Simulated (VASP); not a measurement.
# SiC (P1) in VASP: single point with PBE

Aim: the single point of SiC with PBE.

Program: VASP 6.6.1. These are calculated values, not measurements. Logs are shortened: lines on timing, memory, paths and dates and some standing lists are left out, and cuts for length are marked.

## Step 1: The cell of the first run

The typed cell holds 32 atoms: a = 6.155 Å, b = 6.155 Å, c = 10.077 Å, α = 90.00°, β = 90.00°, γ = 120.00°.

## Step 2: Single point, PBE

INCAR

```
SYSTEM = SiC
ALGO = Normal ; EDIFF = 1E-6
ENCUT = 520 ; GGA = PE
ISIF = 2 ; ISMEAR = -1
LASPH = .TRUE. ; LCHARG = .TRUE.
LELF = .TRUE. ; LREAL = Auto
LVHAR = .TRUE. ; LWAVE = .FALSE.
NBANDS = 86 ; NELM = 60
PREC = Accurate ; SIGMA = 0.086
```

KPOINTS

```
k-points
0
G
  3 3 2
  0 0 0
```

POSCAR

```
SiC
1.0
    6.1551095430      0.0000000000      0.0000000000
   -3.0775547715      5.3304812273      0.0000000000
    0.0000000000      0.0000000000     10.0767208995
Si C
16 16
Direct
    0.3213313568      0.1471855854      0.9394088706
    0.1626837449      0.3465216218      0.4323279411
   -0.0022434324      0.0128892678      0.6793342862
    0.0084526918      0.0250033710      0.1903731401
    0.3317874798      0.6437452556      0.9368058413
    0.1782487695      0.8424745925      0.4377500423
   -0.0078729852      0.4817574419      0.6950768082
    0.0079325743      0.5057196311      0.1846144216
    0.8281060778      0.1724864906      0.9394208785
    0.6761319029      0.3314400567      0.4381848067
    0.5056657785     -0.0054769914      0.6916049447
    0.5153438383      0.0024187310      0.1846050931
    0.8299705967      0.6790306251      0.9412625491
    0.6588337753      0.8310945693      0.4351813495
    0.4927006267      0.4715017074      0.6814260381
    0.4934700952      0.4985300363      0.1925176870
    0.3193216149      0.1721709468      0.7553066197
    0.1710360715      0.3568013691      0.2506114861
   -0.0037463844      0.0070336989      0.4945112651
    0.0135586970      0.0169391836      0.0100307432
    0.3273816223      0.6600118920      0.7514437559
    0.1774021475      0.8567245255      0.2499308084
    0.0074127985      0.4931836147      0.5080695448
   -0.0020214582      0.5104122656      0.0059533256
    0.8202354733      0.1626519188      0.7592834094
    0.6825833216      0.3324688568      0.2389666265
    0.5025630065      0.0005453541      0.4981780333
    0.4943683145     -0.0211401176     -0.0052237231
    0.8296545174      0.6717327850      0.7521427928
    0.6493851383      0.8230669639      0.2465929170
    0.4998508128      0.4871528272      0.4931487187
    0.5097459094      0.5022272635      0.0071281125
```

Potentials or basis: VASP PAW PBE potentials, release 64 (Si, C).

Launch:

```console
> cat potpaw_PBE.64/Si/POTCAR potpaw_PBE.64/C/POTCAR > POTCAR
> mpirun -np 1 vasp_std > vasp.out
```

OUTCAR:

```text
SYSTEM = SiC
   EDIFF = 1E-6
   ENCUT = 520
   GGA = PE
   ISIF = 2
   ISMEAR = -1
   LASPH = .TRUE.
   LREAL = Auto
   NELM = 60
   PREC = Accurate

 ion  position               nearest neighbor table
   1  0.321  0.147  0.939-  20 1.79  17 1.86  28 1.90  32 2.01  13 2.96   5 3.02   4 3.04   9 3.04
                            12 3.06  11 3.08   9 3.12  15 3.12   5 3.13   3 3.14
   2  0.163  0.347  0.432-  23 1.78  18 1.83  31 1.91  19 1.92  10 2.95   4 2.98  16 2.99   8 3.01
                             6 3.01  14 3.02   3 3.06  15 3.08   7 3.11  14 3.14
   3  0.998  0.013  0.679-  19 1.86  17 1.88  25 1.92  29 1.96   7 2.91  15 2.94  11 2.98  14 3.05
                             2 3.06   6 3.07   1 3.14
   4  0.008  0.025  0.190-  20 1.82  18 1.87  22 1.90  30 2.00  16 2.95   8 2.96  12 2.97   2 2.98
                             1 3.04   9 3.08  14 3.09  13 3.12   6 3.12
   5  0.332  0.644  0.937-  32 1.85  21 1.87  28 1.88  24 1.92  13 2.96   9 3.01   1 3.02   7 3.04
                             8 3.04  16 3.05  11 3.10  15 3.13   1 3.13  12 3.15
   6  0.178  0.842  0.438-  27 1.83  22 1.89  19 1.93  23 1.99  14 2.99   2 3.01  10 3.04   3 3.07
                            11 3.10  10 3.12   8 3.12  12 3.12   4 3.12
   7  0.992  0.482  0.695-  25 1.82  21 1.88  23 1.89  29 1.97   3 2.91   9 2.96  11 3.00   5 3.04
                            15 3.05  10 3.09   2 3.11  15 3.12  13 3.14
   8  0.008  0.506  0.185-  18 1.79  24 1.80  26 1.82  22 1.98   4 2.96   2 3.01  16 3.01   5 3.04
                             9 3.04  12 3.07  13 3.09  12 3.09  10 3.11   6 3.12  16 3.15
   9  0.828  0.172  0.939-  25 1.82  28 1.87  24 1.92  20 1.95   7 2.96  12 2.98   5 3.01  11 3.03
                            13 3.04   8 3.04   1 3.04   4 3.08  13 3.11   1 3.12
  10  0.676  0.331  0.438-  31 1.86  27 1.87  23 1.90  26 2.01   2 2.95  15 3.00  14 3.03   6 3.04
                             7 3.09  12 3.10  16 3.10   8 3.11   6 3.12  11 3.12  14 3.13
  11  0.506  0.995  0.692-  25 1.81  21 1.88  27 1.95  17 2.04   3 2.98  15 2.98   7 3.00   9 3.03
                             1 3.08  14 3.09   6 3.10   5 3.10  10 3.12
  12  0.515  0.002  0.185-  30 1.79  26 1.84  28 1.92  22 1.92   4 2.97   9 2.98  14 3.03  16 3.04
                             1 3.06   8 3.07   8 3.09  10 3.10   6 3.12  16 3.12   5 3.15
  13  0.830  0.679  0.941-  32 1.83  29 1.91  24 1.91  20 1.93   1 2.96   5 2.96   9 3.04   8 3.09
                            16 3.10   9 3.11   4 3.12   7 3.14
  14  0.659  0.831  0.435-  27 1.85  19 1.90  30 1.90  31 1.93   6 2.99   2 3.02  16 3.02  10 3.03
                            12 3.03   3 3.05  11 3.09   4 3.09  10 3.13  15 3.14   2 3.14
  15  0.493  0.472  0.681-  17 1.77  31 1.90  29 1.94  21 2.01   3 2.94  11 2.98  10 3.00   7 3.05
                             2 3.08   7 3.12   1 3.12   5 3.13  14 3.14
  16  0.493  0.499  0.193-  30 1.81  18 1.82  32 1.87  26 1.95   4 2.95   2 2.99   8 3.01  14 3.02
                            12 3.04   5 3.05  10 3.10  13 3.10  12 3.12   8 3.15
  17  0.319  0.172  0.755-  15 1.77   1 1.86   3 1.88  11 2.04
  18  0.171  0.357  0.251-   8 1.79  16 1.82   2 1.83   4 1.87
  19  0.996  0.007  0.495-   3 1.86  14 1.90   2 1.92   6 1.93
  20  0.014  0.017  0.010-   1 1.79   4 1.82  13 1.93   9 1.95
  21  0.327  0.660  0.751-   5 1.87   7 1.88  11 1.88  15 2.01
  22  0.177  0.857  0.250-   6 1.89   4 1.90  12 1.92   8 1.98
[... 8 lines left out ...]
  31  0.500  0.487  0.493-  10 1.86  15 1.90   2 1.91  14 1.93
  32  0.510  0.502  0.007-  13 1.83   5 1.85  16 1.87   1 2.01

  LATTYP: Found a hexagonal cell.
 ALAT       =     6.1551095430
 C/A-ratio  =     1.6371310420

  Lattice vectors:

 A1 = (   6.1551095430,   0.0000000000,   0.0000000000)
 A2 = (  -3.0775547715,   5.3304812273,   0.0000000000)
 A3 = (   0.0000000000,   0.0000000000,  10.0767208995)

Analysis of symmetry for initial positions (statically):
=====================================================================
 Subroutine PRICEL returns:
 Original cell was already a primitive cell.

 Routine SETGRP: Setting up the symmetry group for a
 hexagonal supercell.

 Subroutine GETGRP returns: Found  1 space group operations
 (whereof  1 operations were pure point group operations)
 out of a pool of 24 trial point group operations.

The static configuration has the point symmetry C_1 .

Analysis of symmetry for dynamics (positions and initial velocities):
=====================================================================
 Subroutine PRICEL returns:
 Original cell was already a primitive cell.

 Routine SETGRP: Setting up the symmetry group for a
 hexagonal supercell.

 Subroutine GETGRP returns: Found  1 space group operations
 (whereof  1 operations were pure point group operations)
 out of a pool of 24 trial point group operations.

The dynamic configuration has the point symmetry C_1 .

 Subroutine INISYM returns: Found  1 space group operations
 (whereof  1 operations are pure point group operations),
 and found     1 'primitive' translations

----------------------------------------------------------------------------------------

                                     Primitive cell
[... 102 lines left out ...]
 ===========================================

 Found     10 irreducible k-points:

 Following reciprocal coordinates:
            Coordinates               Weight
  0.000000  0.000000  0.000000      1.000000
  0.333333 -0.000000  0.000000      2.000000
  0.000000  0.333333  0.000000      2.000000
 -0.333333  0.333333  0.000000      2.000000
  0.333333  0.333333  0.000000      2.000000
  0.000000  0.000000  0.500000      1.000000
  0.333333 -0.000000  0.500000      2.000000
  0.000000  0.333333  0.500000      2.000000
 -0.333333  0.333333  0.500000      2.000000
  0.333333  0.333333  0.500000      2.000000
   k-points           NKPTS =     10   k-points in BZ     NKDIM =     10   number of bands    NBANDS=     86
   number of dos      NEDOS =    301   number of ions     NIONS =     32
   total plane-waves  NPLWV = 184320
   dimension x,y,z NGX =    48 NGY =   48 NGZ =   80
   dimension x,y,z NGXF=    96 NGYF=   96 NGZF=  160
   ions per type =              16  16
   NGX,Y,Z   is equivalent  to a cutoff of  12.96, 12.96, 13.20 a.u.
   NGXF,Y,Z  is equivalent  to a cutoff of  25.93, 25.93, 26.40 a.u.
 SYSTEM =  SiC
   PREC   = accura    normal or accurate (medium, high low for compatibility)
   ISTART =      0    job   : 0-new  1-cont  2-samecut
   ICHARG =      2    charge: 1-file 2-atom 10-const
   ISPIN  =      1    spin polarized calculation?
   LNONCOLLINEAR =      F non collinear calculations
   LSORBIT =      F    spin-orbit coupling
   LASPH  =      T    aspherical Exc in radial PAW
   ENCUT  =  520.0 eV  38.22 Ry    6.18 a.u.  11.44 11.44 18.74*2*pi/ulx,y,z
   NELM   =     60;   NELMIN=  2; NELMDL= -5     # of ELM steps
   EDIFF  = 0.1E-05   stopping-criterion for ELM
   LREAL  =      T    real-space projection
   EDIFFG = 0.1E-04   stopping-criterion for IOM
   NSW    =      0    number of steps for IOM
   IBRION =     -1    ionic relax: 0-MD 1-quasi-New 2-CG
   NFREE  =      0    steps in history (QN), initial steepest desc. (CG)
   ISIF   =      2    stress and relaxation
   ISYM   =      2    0-nonsym 1-usesym 2-fastsym
   POTIM  = 0.5000    time-step for ionic-motion
   TEBEG  =    0.0;   TEEND  =   0.0 temperature during run
   PSTRESS=    0.0 pullay stress
   NELECT =     128.0000    total number of electrons
   NUPDOWN=      -1.0000    fix difference up-down
   EMIN   =  10.00;   EMAX   =-10.00  energy-range for DOS
   EFERMI =   0.00;   METHOD = LEGACY
   ISMEAR =    -1;   SIGMA  =   0.09  broadening in eV -4-tet -1-fermi 0-gaus
   EFERMI_NEDOS =   21; number of points for ismear=-14 and -15
   IALGO  =     38    algorithm
   IMIX   =      4    mixing-type and parameters
     AMIX     =   0.40;   BMIX     =  1.00
     AMIX_MAG =   1.60;   BMIX_MAG =  1.00
  volume/ion in A,a.u.               =      10.33        69.72
  Fermi-wavevector in a.u.,A,eV,Ry     =   1.193176  2.254775 19.370177  1.423668
  Thomas-Fermi vector in A             =   2.329196
   LORBIT       =      0    0 simple, 1 ext, 2 COOP (PROOUT), +10 PAW based schemes
   GGA     = PE    functional components
   LHFCALC =     F    Hartree Fock is set to
   AEXX    =    0.0000 exact exchange contribution
   IVDW    =     0    specifies the selected vdW correction
   LEPSILON=     F    determine dielectric tensor
   LRPA    =     F    only Hartree local field effects (RPA)
 non-spin polarized calculation
  energy-cutoff  :      520.00
  volume of cell :      330.61
 maximum number of plane-waves:      8977
 NGX is ok and might be reduce to    48
   NGX = 23   NGY = 23   NGZ = 37

 number of electron     128.0000000 magnetization

 Free energy of the ion-electron system (eV)
  ---------------------------------------------------
  ext. energy  EPLUGINS =         0.00000000
  ---------------------------------------------------
  free energy    TOTEN  =      -238.12757870 eV

  energy without entropy =     -238.12755932  energy(sigma->0) =     -238.12756901

 E-fermi :   9.3126     XC(G=0): -11.3616

 val. band max:        8.4624866802   @ k =   0.0000   0.0000   0.0000
 cond. band min:      10.1267105316   @ k =   0.0000   0.0000   0.0000
 fundamental gap:      1.6642238514
 Fermi energy:         9.3126013678

 k-point     1 :       0.0000    0.0000    0.0000
  band No.  band energies     occupation
      1      -7.3647      2.00000
      2      -6.1818      2.00000
      3      -6.1538      2.00000
      4      -4.1910      2.00000
      5      -4.0288      2.00000
      6      -3.8905      2.00000
[... 779 lines left out ...]
     75      13.6170      0.00000
     76      13.6808      0.00000
 [bands above 76 left out]

------------------------ aborting loop because EDIFF is reached ----------------------------------------

  FORCE on cell =-STRESS in cart. coord.  units (eV):
  Direction    XX          YY          ZZ          XY          YZ          ZX
  --------------------------------------------------------------------------------------
  -------------------------------------------------------------------------------------
  Total       11.6041577      8.1643911     11.6353147      2.1524658     -2.0747422      0.0859402
  in kB       56.2344913     39.5651621     56.3854802     10.4309871    -10.0543336      0.4164716
  external PRESSURE =      50.7283779 kB  Pullay stress =       0.0000000 kB

 VOLUME and BASIS-vectors are now :
 -----------------------------------------------------------------------------
  energy-cutoff  :      520.00
  volume of cell :      330.61
      direct lattice vectors                 reciprocal lattice vectors
     6.155109543  0.000000000  0.000000000     0.162466645  0.093800162  0.000000000
    -3.077554772  5.330481227  0.000000000     0.000000000  0.187600323  0.000000000
     0.000000000  0.000000000 10.076720899     0.000000000  0.000000000  0.099238632

 POSITION                                       TOTAL-FORCE (eV/Angst)
 -----------------------------------------------------------------------------------
      1.52486      0.78457      9.46616         1.467545      2.032252      0.367210
     -0.06510      1.84713      4.35645         1.892784     -1.455480      0.890905
      6.10163      0.06871      6.84546         0.156250     -1.747899      1.508048
     -0.02492      0.13328      1.91834         0.087869     -1.936831      0.847591
      0.06103      3.43147      9.43993        -0.887942      1.063668      0.216839
     -1.49562      4.49079      4.41109        -1.405324     -0.664043     -0.047857
[... 24 lines left out ...]
      1.57740      2.59676      4.96932        -0.533231      0.750158      0.447453
      1.59191      2.67711      0.07183        -0.798343     -1.641733     -0.579115
 -----------------------------------------------------------------------------------
    total drift:                                0.006235     -0.012239     -0.001310

  FREE ENERGIE OF THE ION-ELECTRON SYSTEM (eV)
  ---------------------------------------------------
  free  energy   TOTEN  =      -238.1275787047 eV

  energy  without entropy=     -238.1275593196  energy(sigma->0) =     -238.12756901
```

Wall time 4.3 min (1 thread of Intel Xeon 6975P-C (Granite Rapids), shared host); peak memory 0.5 GiB.

Results:

```yaml
Free_energy: -238.1276 eV
Pressure: 5.1 GPa
Largest_force: 3.936 eV/Å
Band_gap_on_the_k_mesh: 1.66 eV, direct
```

Forces on the atoms (eV/Å):
```
Si   1.468  2.032  0.367
Si   1.893 -1.455  0.891
Si   0.156 -1.748  1.508
Si   0.088 -1.937  0.848
Si  -0.888  1.064  0.217
Si  -1.405 -0.664 -0.048
Si  -0.627  2.729 -0.173
Si  -1.301  2.304  0.443
Si   0.567 -0.157  1.520
Si   0.119  0.130 -1.350
Si  -2.332 -0.727 -0.277
Si  -2.320 -0.167 -0.745
Si   1.013 -0.121 -0.032
Si   1.001 -0.463 -0.075
Si  -0.661  3.807  0.749
Si   2.066 -0.204 -1.176
C    1.392 -2.409 -0.875
C    0.482 -1.493  0.122
C    0.371 -0.164 -0.062
C   -1.936 -0.888 -1.447
C    0.893 -0.767 -0.812
C    0.168 -0.976  0.021
C   -1.829  1.504 -0.525
C    0.645 -0.683 -2.090
C    1.240 -0.046 -1.511
C   -1.493  0.368  2.256
C    0.252  0.128  1.469
C   -0.313  0.990  0.668
C    0.330 -0.465 -0.931
C    2.294  1.369  1.183
C   -0.533  0.750  0.447
C   -0.798 -1.642 -0.579
```

Stress tensor (GPa, compression positive):
```
 5.62  1.04  0.04
 1.04  3.96 -1.01
 0.04 -1.01  5.64
```

Caveat: forces of over 1 eV/Å act on the atoms, so gaps and moduli don't describe the material at rest.
